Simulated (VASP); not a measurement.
# FeGe (P6/mmm) in VASP: further runs, part 2 of 2

VASP 6.6.1. The steps go on from the part before.

### 3 Relaxation of cell and atoms, LDA+U, collinear spin, ferromagnetic start

INCAR reads:

```
  PREC = Accurate
  ENCUT = 600
  EDIFF = 1E-6
  ISMEAR = -1
  SIGMA = 0.05
  LREAL = False
  LASPH = True
  NELM = 150
  ALGO = Normal
  ISIF = 3
  LWAVE = False
  LCHARG = False
  ISPIN = 2
  MAGMOM = 0 0 0 3 3 3
  LORBIT = 11
  LMAXMIX = 4
  LDAU = True
  LDAUTYPE = 2
  LDAUL = -1 2
  LDAUU = 0 6
  LDAUJ = 0 0
  LDAUPRINT = 1
  IBRION = 2
  NSW = 60
  EDIFFG = -0.01
```

KPOINTS reads:

```
regular mesh
0
Gamma
  6 6 7
```

POSCAR reads:

```
FeGe
1.0
    4.9976023358      0.0000000000      0.0000000000
   -2.4988011679      4.3280505808      0.0000000000
    0.0000000000      0.0000000000      4.1157613500
Ge Fe
3 3
Direct
    0.6666666667      0.3333333333      0.5000000000
    0.3333333333      0.6666666667      0.5000000000
    0.0000000000      0.0000000000      0.0000000000
    0.0000000000      0.5000000000      0.0000000000
    0.5000000000      0.5000000000      0.0000000000
    0.5000000000      0.0000000000      0.0000000000
```

Potentials or basis: VASP PAW LDA potentials, release 64 (Ge_d, Fe).

Run with:

```
cat potpaw_LDA.64/Ge_d/POTCAR potpaw_LDA.64/Fe/POTCAR > POTCAR
mpirun -np 1 vasp_std > vasp.out
```

It took 14 min on 1 thread of Oxide Virtual Turin-like, shared host; peak memory 0.3 GiB.

It converged, with:

* Free energy: -30.5676 eV
* Relaxed volume: 15.20 Å³/atom
* Relaxed cell: a = 5.030 Å, b = 5.030 Å, c = 4.163 Å, α = 90.00°, β = 90.00°, γ = 120.00°
* Space group after relaxing (to 0.1 Å): P6/mmm (No. 191)
* Energy gained by relaxing: 2.8 meV/atom
* Ionic steps: 9
* Pressure after relaxing: 0.0 GPa
* Net moment: 8.30 μB per cell
* Site moments: Ge -0.07, -0.17 (each value once); Fe +2.96 μB
* Valence electrons inside the program's atomic spheres: Ge 12.38, 12.39 (each value once); Fe 7.38

Stress tensor (GPa, compression positive):
```
 0.01  0.00  0.00
 0.00  0.01  0.00
 0.00  0.00 -0.08
```

Step by step:
```
step  energy change (eV)  largest force (eV/Å)  pressure (GPa)  volume (Å³)
   1              0.0000                0.0000            2.53        89.02
   2             -0.0140                0.0000           -0.88        92.08
   3             -0.0168                0.0000           -0.26        91.18
   4             -0.0167                0.0000            0.06        90.99
   5             -0.0167                0.0000            0.09        91.04
   6             -0.0168                0.0000            0.01        91.11
   7             -0.0169                0.0000            0.07        91.09
   8             -0.0169                0.0000            0.10        91.09
   9             -0.0169                0.0000           -0.02        91.21
```

Final structure:
```xyz
6
Lattice="5.0300 0.0000 0.0000 -2.5150 4.3561 0.0000 0.0000 0.0000 4.1627" Properties=species:S:1:pos:R:3 pbc="T T T"
Ge    2.5150    1.4520    2.0813
Ge    0.0000    2.9041    2.0813
Ge    5.0300    0.0000    0.0000
Fe    3.7725    2.1781    0.0000
Fe    1.2575    2.1781    0.0000
Fe    2.5150    0.0000    0.0000
```

Levels at points of the mesh, in eV from the Fermi level:
Spin up:
```tsv
k point	band 34	band 35	band 36	band 37	band 38	band 39	band 40	band 41
(0.00, 0.00, 0.00)	-2.91	-2.91	-2.69	-0.83	-0.83	2.26	2.81	4.07
(0.50, 0.00, 0.00)	-2.18	-0.70	0.12	0.27	0.39	1.86	2.72	3.03
```
Spin down:
| k point | band 27 | band 28 | band 29 | band 30 | band 31 | band 32 |
| --- | --- | --- | --- | --- | --- | --- |
| (0.00, 0.00, 0.00) | -2.34 | 0.87 | 0.87 | 1.48 | 1.53 | 1.53 |
| (0.50, 0.00, 0.00) | -1.32 | -0.71 | 0.54 | 1.06 | 1.50 | 1.75 |

Eigenvalues of the final occupation matrices:
```csv
site,spin,trace,eigenvalues
site 4 d,1,4.71,0.93 0.94 0.95 0.95 0.95
site 4 d,2,1.74,0.09 0.14 0.19 0.58 0.74
site 5 d,1,4.71,0.93 0.94 0.95 0.95 0.95
site 5 d,2,1.74,0.09 0.14 0.19 0.58 0.74
site 6 d,1,4.71,0.93 0.94 0.95 0.95 0.95
site 6 d,2,1.74,0.09 0.14 0.19 0.58 0.74
```

Caveat: the U is typed as a test and isn't derived for this compound.

### 4 Relaxation of cell and atoms, LDA+U, collinear spin, ferromagnetic start

INCAR reads:

```
PREC     = Accurate       # precision mode
ENCUT    = 600            # plane-wave cutoff, eV
EDIFF    = 1E-6           # SCF threshold, eV
ISMEAR   = -1             # smearing method
SIGMA    = 0.05           # smearing width, eV
LREAL    = False          # projectors in reciprocal space
LASPH    = True           # aspherical terms in the spheres
NELM     = 150            # most SCF steps
ALGO     = Fast           # electronic algorithm
ISIF     = 3              # what is computed and relaxed
LWAVE    = False          # write WAVECAR
LCHARG   = False          # write CHGCAR
ISPIN    = 2              # spin polarisation
MAGMOM   = 0 0 0 3 3 3    # initial moments
LORBIT   = 11             # projections on sites
LMAXMIX  = 4              # l up to which the mixer works
LDAU     = True           # DFT+U
LDAUTYPE = 2            
LDAUL    = -1 2           # shell
LDAUU    = 0 2            # U, eV
LDAUJ    = 0 0          
LDAUPRINT= 1            
IBRION   = 2              # ionic algorithm
NSW      = 60             # ionic steps
EDIFFG   = -0.01          # ionic threshold
```

KPOINTS reads:

```
Automatic mesh
0
Gamma
  6 6 7
```

POSCAR is that of step 3.

Run with:

```
cat potpaw_LDA.64/Ge_d/POTCAR potpaw_LDA.64/Fe/POTCAR > POTCAR
mpirun -np 1 vasp_std > vasp.out
```

Run time: 38 min. Hardware: 1 thread of Oxide Virtual Turin-like, shared host; peak memory 0.3 GiB.

It converged, with:

| Quantity | Value |
| --- | --- |
| Free energy | -38.8857 eV |
| Relaxed volume | 13.76 Å³/atom |
| Relaxed cell | a = 4.887 Å, b = 4.887 Å, c = 3.991 Å, α = 90.00°, β = 90.00°, γ = 120.00° |
| Space group after relaxing (to 0.1 Å) | P6/mmm (No. 191) |
| Energy gained by relaxing | 32.5 meV/atom |
| Ionic steps | 6 |
| Pressure after relaxing | 0.0 GPa |
| Net moment | 5.73 μB per cell |
| Site moments | Ge -0.07, -0.10 (each value once); Fe +2.01 μB |
| Valence electrons inside the program's atomic spheres | Ge 12.47, 12.42 (each value once); Fe 7.58 |

Step by step:
```
step  energy change (eV)  largest force (eV/Å)  pressure (GPa)  volume (Å³)
   1              0.0000                0.0000           -8.59        89.02
   2             -0.1341                0.0000            4.46        79.16
   3             -0.1924                0.0000            0.33        82.42
   4             -0.1924                0.0000           -0.07        82.64
   5             -0.1950                0.0000           -0.08        82.56
   6             -0.1951                0.0000           -0.04        82.55
```

Final structure:
```xyz
6
Lattice="4.8871 0.0000 0.0000 -2.4436 4.2324 0.0000 0.0000 0.0000 3.9910" Properties=species:S:1:pos:R:3 pbc="T T T"
Ge    2.4436    1.4108    1.9955
Ge    0.0000    2.8216    1.9955
Ge    0.0000    0.0000    0.0000
Fe   -1.2218    2.1162    0.0000
Fe    1.2218    2.1162    0.0000
Fe    2.4436    0.0000    0.0000
```

Levels at points of the mesh, in eV from the Fermi level:
Spin up:
```
           k point  band 34  band 35  band 36  band 37  band 38  band 39
(0.00, 0.00, 0.00)    -2.04    -0.61    -0.52     0.86     0.86     2.89
(0.50, 0.00, 0.00)    -0.13     0.26     0.85     1.26     1.79     2.94
```
Spin down:
```csv
k point,band 26,band 27,band 28,band 29,band 30,band 31,band 32,band 33,band 34,band 35
"(0.00, 0.00, 0.00)",-2.37,-2.37,-1.33,-1.33,0.68,0.74,0.74,1.01,1.01,1.44
"(0.50, 0.00, 0.00)",-2.19,-1.91,-1.54,-0.64,-0.13,0.02,0.61,0.94,1.69,1.90
```

Eigenvalues of the final occupation matrices:
| site | spin | trace | eigenvalues |
| --- | --- | --- | --- |
| site 4 d | 1 | 4.28 | 0.81 0.84 0.86 0.88 0.89 |
| site 4 d | 2 | 2.27 | 0.31 0.31 0.43 0.59 0.62 |
| site 5 d | 1 | 4.28 | 0.81 0.84 0.86 0.88 0.89 |
| site 5 d | 2 | 2.27 | 0.31 0.31 0.43 0.59 0.62 |
| site 6 d | 1 | 4.28 | 0.81 0.84 0.86 0.88 0.89 |
| site 6 d | 2 | 2.27 | 0.31 0.31 0.43 0.59 0.62 |

Caveat: the U is typed as a test and isn't derived for this compound.

### 5 Overview

```csv
U,gap on the mesh (eV),pressure (GPa),moment (μB),relaxed volume (Å³/atom)
Fe d U = 4.0 eV,none,0.0,7.59,14.57
Fe d U = 6.0 eV,none,0.0,8.30,15.20
Fe d U = 2.0 eV,none,0.0,5.73,13.76
```

Alike in all rows: task relaxation of cell and atoms; level LDA+U; potentials or basis VASP PAW LDA potentials, release 64 (Ge_d, Fe); spin collinear, ferromagnetic start; cell relaxed; k mesh 6 × 6 × 7; cutoff (eV) 600; smearing fermi-dirac 0.05 eV.

Caveats: the U is typed as a test and isn't derived for this compound.

Total energies depend on the potentials used, so only differences within one code and one set of settings carry meaning.
